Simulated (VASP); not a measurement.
# PbO (P4/nmm) in VASP: settings compared, part 2 of 2

VASP 6.6.1. Earlier steps stand in the parts before.

### Step 3. Single point, LDA

File INCAR:

```
SYSTEM = PbO
  PREC = Accurate
  ENCUT = 520
  EDIFF = 1E-7
  ISMEAR = 0
  SIGMA = 0.01
  LREAL = .False.
  LASPH = .True.
  NELM = 80
  ALGO = Normal
  ISIF = 2
  LWAVE = .False.
  LCHARG = .True.
  GGA = CA
  LELF = .True.
  LVHAR = .True.
  NBANDS = 28
```

File KPOINTS:

```
Automatic mesh
0
Gamma
  4 4 4
  0 0 0
```

File POSCAR:

```
PbO
1.0
    3.9900000000      0.0000000000      0.0000000000
    0.0000000000      3.9900000000      0.0000000000
    0.0000000000      0.0000000000      5.0100000000
Pb O
2 2
Direct
    0.0000000000      0.5000000000      0.2400000000
    0.5000000000      0.0000000000      0.7600000000
    0.0000000000      0.0000000000      0.0000000000
    0.5000000000      0.5000000000      0.0000000000
```

Potentials or basis: VASP PAW LDA potentials, release 64 (Pb_d, O).

Launch:

```bash
$ cat potpaw_LDA.64/Pb_d/POTCAR potpaw_LDA.64/O/POTCAR > POTCAR
$ mpirun -np 1 vasp_std > vasp.out
```

OUTCAR:

```text
SYSTEM = PbO
   PREC = Accurate
   ENCUT = 520
   EDIFF = 1E-7
   ISMEAR = 0
   LREAL = .False.
   LASPH = .True.
   NELM = 80
   ISIF = 2
   GGA = CA

 ion  position               nearest neighbor table
   1  0.000  0.500  0.240-   3 2.33   4 2.33   3 2.33   4 2.33   2 3.71   2 3.71   2 3.71   2 3.71
                             2 3.84   2 3.84   2 3.84   2 3.84
   2  0.500  0.000  0.760-   3 2.33   4 2.33   4 2.33   3 2.33   1 3.71   1 3.71   1 3.71   1 3.71
                             1 3.84   1 3.84   1 3.84   1 3.84
   3  0.000  0.000  0.000-   1 2.33   2 2.33   1 2.33   2 2.33
   4  0.500  0.500  0.000-   1 2.33   2 2.33   2 2.33   1 2.33

  LATTYP: Found a simple tetragonal cell.
 ALAT       =     3.9900000000
 C/A-ratio  =     1.2556390977

  Lattice vectors:

 A1 = (   3.9900000000,   0.0000000000,   0.0000000000)
 A2 = (   0.0000000000,   3.9900000000,   0.0000000000)
 A3 = (   0.0000000000,   0.0000000000,   5.0100000000)

Analysis of symmetry for initial positions (statically):
=====================================================================
 Subroutine PRICEL returns:
 Original cell was already a primitive cell.

 Routine SETGRP: Setting up the symmetry group for a
 simple tetragonal supercell.

 Subroutine GETGRP returns: Found 16 space group operations
 (whereof  8 operations were pure point group operations)
 out of a pool of 16 trial point group operations.

The static configuration has the point symmetry D_2d.
 The point group associated with its full space group is D_4h.

Analysis of symmetry for dynamics (positions and initial velocities):
=====================================================================
 Subroutine PRICEL returns:
 Original cell was already a primitive cell.

 Routine SETGRP: Setting up the symmetry group for a
 simple tetragonal supercell.

 Subroutine GETGRP returns: Found 16 space group operations
 (whereof  8 operations were pure point group operations)
 out of a pool of 16 trial point group operations.

The dynamic configuration has the point symmetry D_2d.
 The point group associated with its full space group is D_4h.

 Subroutine INISYM returns: Found 16 space group operations
 (whereof  8 operations are pure point group operations),
 and found     1 'primitive' translations

----------------------------------------------------------------------------------------

                                     Primitive cell

  volume of cell :      79.7597

  direct lattice vectors                    reciprocal lattice vectors
     3.990000000  0.000000000  0.000000000     0.250626566  0.000000000  0.000000000
     0.000000000  3.990000000  0.000000000     0.000000000  0.250626566  0.000000000
     0.000000000  0.000000000  5.010000000     0.000000000  0.000000000  0.199600798

  length of vectors
     3.990000000  3.990000000  5.010000000     0.250626566  0.250626566  0.199600798

  position of ions in fractional coordinates (direct lattice)
     0.000000000  0.500000000  0.240000000
     0.500000000  0.000000000  0.760000000
     0.000000000  0.000000000  0.000000000
     0.500000000  0.500000000  0.000000000

  ion indices of the primitive-cell ions
   primitive index   ion index
                 1           1
                 2           2
                 3           3
                 4           4

----------------------------------------------------------------------------------------
[... 28 lines left out ...]
  0.250000  0.000000  0.000000      4.000000
  0.500000  0.000000  0.000000      2.000000
  0.250000  0.250000  0.000000      4.000000
  0.500000  0.250000  0.000000      4.000000
  0.500000  0.500000  0.000000      1.000000
[... 10 lines left out ...]
  0.500000  0.250000  0.500000      4.000000
  0.500000  0.500000  0.500000      1.000000
   k-points           NKPTS =     18   k-points in BZ     NKDIM =     18   number of bands    NBANDS=     28
   number of dos      NEDOS =    301   number of ions     NIONS =      4
   total plane-waves  NPLWV =  36000
   dimension x,y,z NGX =    30 NGY =   30 NGZ =   40
   dimension x,y,z NGXF=    60 NGYF=   60 NGZF=   80
   ions per type =               2   2
   NGX,Y,Z   is equivalent  to a cutoff of  12.50, 12.50, 13.27 a.u.
   NGXF,Y,Z  is equivalent  to a cutoff of  25.00, 25.00, 26.55 a.u.
 SYSTEM =  PbO
   PREC   = accura    normal or accurate (medium, high low for compatibility)
   ISTART =      0    job   : 0-new  1-cont  2-samecut
   ICHARG =      2    charge: 1-file 2-atom 10-const
   ISPIN  =      1    spin polarized calculation?
   LNONCOLLINEAR =      F non collinear calculations
   LSORBIT =      F    spin-orbit coupling
   LASPH  =      T    aspherical Exc in radial PAW
   ENCUT  =  520.0 eV  38.22 Ry    6.18 a.u.   7.42  7.42  9.32*2*pi/ulx,y,z
   NELM   =     80;   NELMIN=  2; NELMDL= -5     # of ELM steps
   EDIFF  = 0.1E-06   stopping-criterion for ELM
   LREAL  =      F    real-space projection
   EDIFFG = 0.1E-05   stopping-criterion for IOM
   NSW    =      0    number of steps for IOM
   IBRION =     -1    ionic relax: 0-MD 1-quasi-New 2-CG
   NFREE  =      0    steps in history (QN), initial steepest desc. (CG)
   ISIF   =      2    stress and relaxation
   ISYM   =      2    0-nonsym 1-usesym 2-fastsym
   POTIM  = 0.5000    time-step for ionic-motion
   TEBEG  =    0.0;   TEEND  =   0.0 temperature during run
   PSTRESS=    0.0 pullay stress
   NELECT =      40.0000    total number of electrons
   NUPDOWN=      -1.0000    fix difference up-down
   EMIN   =  10.00;   EMAX   =-10.00  energy-range for DOS
   EFERMI =   0.00;   METHOD = LEGACY
   ISMEAR =     0;   SIGMA  =   0.01  broadening in eV -4-tet -1-fermi 0-gaus
   EFERMI_NEDOS =   21; number of points for ismear=-14 and -15
   IALGO  =     38    algorithm
   IMIX   =      4    mixing-type and parameters
     AMIX     =   0.40;   BMIX     =  1.00
     AMIX_MAG =   1.60;   BMIX_MAG =  1.00
  volume/ion in A,a.u.               =      19.94       134.56
  Fermi-wavevector in a.u.,A,eV,Ry     =   1.300670  2.457909 23.017539  1.691741
  Thomas-Fermi vector in A             =   2.431853
   LORBIT       =      0    0 simple, 1 ext, 2 COOP (PROOUT), +10 PAW based schemes
   GGA     = CA    functional components
   LHFCALC =     F    Hartree Fock is set to
   AEXX    =    0.0000 exact exchange contribution
   IVDW    =     0    specifies the selected vdW correction
   LEPSILON=     F    determine dielectric tensor
   LRPA    =     F    only Hartree local field effects (RPA)
 non-spin polarized calculation
 Gauss-broadening in eV      SIGMA  =   0.01
  energy-cutoff  :      520.00
  volume of cell :       79.76
 maximum number of plane-waves:      2179
 NGX is ok and might be reduce to    30
   NGX = 15   NGY = 15   NGZ = 19

 number of electron      39.9999998 magnetization

 Free energy of the ion-electron system (eV)
  ---------------------------------------------------
  ext. energy  EPLUGINS =         0.00000000
  ---------------------------------------------------
  free energy    TOTEN  =       -24.36544632 eV

  energy without entropy =      -24.36544632  energy(sigma->0) =      -24.36544632

 E-fermi :   4.8207     XC(G=0): -10.2900

 val. band max:        4.7407554014   @ k =   0.0000   0.0000   0.0000
 cond. band min:       5.8431022729   @ k =   0.5000   0.5000   0.0000
 fundamental gap:      1.1023468716
 Fermi energy:         4.8207337463

 k-point     1 :       0.0000    0.0000    0.0000
  band No.  band energies     occupation
      1     -13.2546      2.00000
      2     -12.7807      2.00000
      3     -11.1798      2.00000
      4     -11.1798      2.00000
      5     -11.1151      2.00000
      6     -11.1024      2.00000
[... 547 lines left out ...]
     27      15.7064      0.00000
     28      15.7064      0.00000

------------------------ aborting loop because EDIFF is reached ----------------------------------------

  FORCE on cell =-STRESS in cart. coord.  units (eV):
  Direction    XX          YY          ZZ          XY          YZ          ZX
  --------------------------------------------------------------------------------------
  -------------------------------------------------------------------------------------
  Total       -1.7211206     -1.7211206     -1.6320818      0.0000000      0.0000000      0.0000000
  in kB      -34.5731033    -34.5731033    -32.7845315      0.0000000      0.0000000      0.0000000
  external PRESSURE =     -33.9769127 kB  Pullay stress =       0.0000000 kB

 VOLUME and BASIS-vectors are now :
 -----------------------------------------------------------------------------
  energy-cutoff  :      520.00
  volume of cell :       79.76
      direct lattice vectors                 reciprocal lattice vectors
     3.990000000  0.000000000  0.000000000     0.250626566  0.000000000  0.000000000
     0.000000000  3.990000000  0.000000000     0.000000000  0.250626566  0.000000000
     0.000000000  0.000000000  5.010000000     0.000000000  0.000000000  0.199600798

 POSITION                                       TOTAL-FORCE (eV/Angst)
 -----------------------------------------------------------------------------------
      0.00000      1.99500      1.20240         0.000000      0.000000     -0.541151
      1.99500      0.00000      3.80760         0.000000      0.000000      0.541151
      0.00000      0.00000      0.00000        -0.000000      0.000000      0.000000
      1.99500      1.99500      0.00000         0.000000     -0.000000      0.000000
 -----------------------------------------------------------------------------------
    total drift:                                0.000000      0.000000      0.000000

  FREE ENERGIE OF THE ION-ELECTRON SYSTEM (eV)
  ---------------------------------------------------
  free  energy   TOTEN  =       -24.3654463178 eV

  energy  without entropy=      -24.3654463178  energy(sigma->0) =      -24.36544632
```

OSZICAR:

```text
N       E                     dE             d eps       ncg     rms          rms(c)
DAV:   1     0.467303639646E+03    0.46730E+03   -0.19697E+04  1008   0.170E+03
DAV:   2     0.351689650696E+02   -0.43213E+03   -0.41406E+03  1016   0.453E+02
DAV:   3    -0.260317536369E+02   -0.61201E+02   -0.59594E+02  1288   0.185E+02
DAV:   4    -0.287504996236E+02   -0.27187E+01   -0.27076E+01  1164   0.403E+01
DAV:   5    -0.288326572877E+02   -0.82158E-01   -0.82150E-01  1128   0.771E+00    0.119E+01
DAV:   6    -0.246912012316E+02    0.41415E+01   -0.23085E+01  1484   0.391E+01    0.560E+00
DAV:   7    -0.244376742527E+02    0.25353E+00   -0.29627E+00  1272   0.124E+01    0.240E+00
DAV:   8    -0.243750550688E+02    0.62619E-01   -0.57234E-01  1068   0.465E+00    0.752E-01
DAV:   9    -0.243652327081E+02    0.98224E-02   -0.44976E-02  1592   0.177E+00    0.258E-01
DAV:  10    -0.243656333608E+02   -0.40065E-03   -0.10652E-02  1200   0.721E-01    0.691E-02
DAV:  11    -0.243654892224E+02    0.14414E-03   -0.13026E-03  1704   0.300E-01    0.542E-02
DAV:  12    -0.243654488464E+02    0.40376E-04   -0.17505E-04  1532   0.127E-01    0.160E-02
DAV:  13    -0.243654463185E+02    0.25279E-05   -0.29784E-05  1160   0.347E-02    0.269E-03
DAV:  14    -0.243654463902E+02   -0.71748E-07   -0.14428E-06  1460   0.113E-02    0.215E-03
DAV:  15    -0.243654463178E+02    0.72372E-07   -0.18246E-07   848   0.346E-03
   1 F= -.24365446E+02 E0= -.24365446E+02  d E =-.146367E-31
```

stdout:

```text
POSCAR found type information on POSCAR PbO
 POSCAR found :  2 types and       4 ions
 scaLAPACK will be used
 LDA part: xc-table for (Slater(with rela. corr.)+CA(PZ))
 , standard interpolation
 POSCAR, INCAR and KPOINTS ok, starting setup
 FFT: planning ... GRIDC
 FFT: planning ... GRID_SOFT
 FFT: planning ... GRID
 WAVECAR not read
 entering main loop
```

Wall time 28 s (1 thread of Intel Xeon Platinum 8488C (Sapphire Rapids), shared host); peak memory 0.17 GiB.

What came out:

* Free energy: -24.3654 eV
* Pressure: -3.4 GPa
* Largest force: 0.541 eV/Å
* Band gap on the k mesh: 1.10 eV (least direct gap 2.05 eV)

Forces on the atoms (eV/Å):
```
Pb   0.000  0.000 -0.541
Pb   0.000  0.000  0.541
O    0.000  0.000  0.000
O    0.000  0.000  0.000
```

Stress tensor (GPa, compression positive):
```
-3.46  0.00  0.00
 0.00 -3.46  0.00
 0.00  0.00 -3.28
```

Caveat: the cell stands under tension; spin-orbit coupling is left out, which moves the levels of the heavy elements.
